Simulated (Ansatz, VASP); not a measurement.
## H2O in VASP and in Ansatz

```
CELL_PARAMETERS angstrom
7.57474 0.00000 0.00000
-1.89369 5.14665 0.00000
0.00000 0.00000 25.22436
ATOMIC_POSITIONS crystal
O 0.33087 0.32480 0.59891
H 0.26062 0.44464 0.59550
H 0.46202 0.44117 0.59652
```

Alike in both runs: task single point; functional PBE; dispersion D3(BJ); k mesh 2 × 3 × 1; occupations gaussian, width 0.05 eV; no spin polarisation.

|  | VASP | Ansatz |
| --- | --- | --- |
| version | VASP 6.6.1 | Ansatz 0.2.0 |
| potentials or method | VASP PAW PBE potentials, release 64 (O, H), cutoff 520 eV | scalar-relativistic, plane waves, PAW |
| valence electrons in the cell | 8 | 8 |

```csv
,VASP,Ansatz,Ansatz less VASP
gap on the k mesh at the Fermi level (eV),5.73,5.74,+0.010
rms of the force components (eV/Å),0.266,0.319,+0.0530
```

Atom by atom the forces differ by 0.062 eV/Å (rms over components).

The k mesh is coarse, so the values compare programs but aren't converged.
